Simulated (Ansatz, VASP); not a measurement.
**Ir2Cl in VASP and in Ansatz**

POSCAR

```
Ir2Cl
1.0
    0.0000000000      2.9551741627      2.9551741627
    2.9551741627      0.0000000000      2.9551741627
    2.9551741627      2.9551741627      0.0000000000
Ir Cl
2 1
Direct
    0.2500000000      0.2500000000      0.2500000000
    0.7500000000      0.7500000000      0.7500000000
    0.0000000000      0.0000000000      0.0000000000
```

INCAR.step1

```
SYSTEM = Ir2Cl
ALGO = Normal
EDIFF = 1E-4
ENCUT = 520
GGA = PE
ISMEAR = 0
ISPIN = 2
LASPH = .True.
LCHARG = .False.
LMAXMIX = 4
LREAL = .False.
LWAVE = .True.
MAGMOM = 1 1 0
NBANDS = 24
NELM = 150
PREC = Accurate
SIGMA = 0.1
```

Contents of INCAR.step2:

```
SYSTEM = Ir2Cl
ALGO = Normal
EDIFF = 1E-6
ENCUT = 520
ISIF = 2
ISMEAR = 0
ISPIN = 2
ISTART = 1
LASPH = .True.
LCHARG = .False.
LMAXMIX = 4
LMIXTAU = .True.
LORBIT = 11
LREAL = .False.
LWAVE = .False.
MAGMOM = 1 1 0
METAGGA = R2SCAN
NBANDS = 24
NELM = 150
PREC = Accurate
SIGMA = 0.1
```

KPOINTS

```
k-points
0
Gamma
  6 6 6
  0 0 0
```

Input for Ansatz:

```yaml
crystal:
  lattice:
    - [0.0, 2.9551741627, 2.9551741627]
    - [2.9551741627, 0.0, 2.9551741627]
    - [2.9551741627, 2.9551741627, 0.0]
  atoms:
    - { symbol: Ir, position: [0.25, 0.25, 0.25], spin: 1.0 }
    - { symbol: Ir, position: [0.75, 0.75, 0.75], spin: 1.0 }
    - { symbol: Cl, position: [0.0, 0.0, 0.0] }
basis:
  ecutwfc: 500
kpoints:
  mp_grid: { grid: [6, 6, 6] }
hamiltonian:
  xc: r2scan
scf:
  occupations: { method: gaussian, width: 0.1 }
  lower_state_search: "off"
output:
  forces: true
  stress: true
  eigenvalues: true
  populations: true
magnetization:
  spin_polarized: true
```

Alike in both runs: task single point; functional r2SCAN; k mesh 6 × 6 × 6; occupations gaussian, width 0.1 eV; collinear spin.

|  | VASP | Ansatz |
| --- | --- | --- |
| version | VASP 6.6.1 | Ansatz 0.2.0 |
| potentials or method | VASP PAW PBE potentials, release 64 (Ir, Cl), cutoff 520 eV | scalar-relativistic, plane waves, PAW |
| valence electrons in the cell | 25 | 41 |

```csv
,VASP,Ansatz,Ansatz less VASP
gap on the k mesh at the Fermi level (eV),none,none,-
pressure (GPa),-11.1,-12.0,-0.91
net moment per atom (μB),0.00,0.00,0.000
```

VASP's potentials were made for PBE, not for r2SCAN. A gap of «none» marks a metal or a gap that the smearing closes. With one functional, cell and mesh, what is left measures potentials, basis and numerics. VASP's potentials hold 25 valence electrons a cell and Ansatz's 41, so a difference there can come from the potentials and not from the codes. Ansatz's warnings: seeded moment not kept, stability check not made.

Spin-orbit coupling is off throughout.
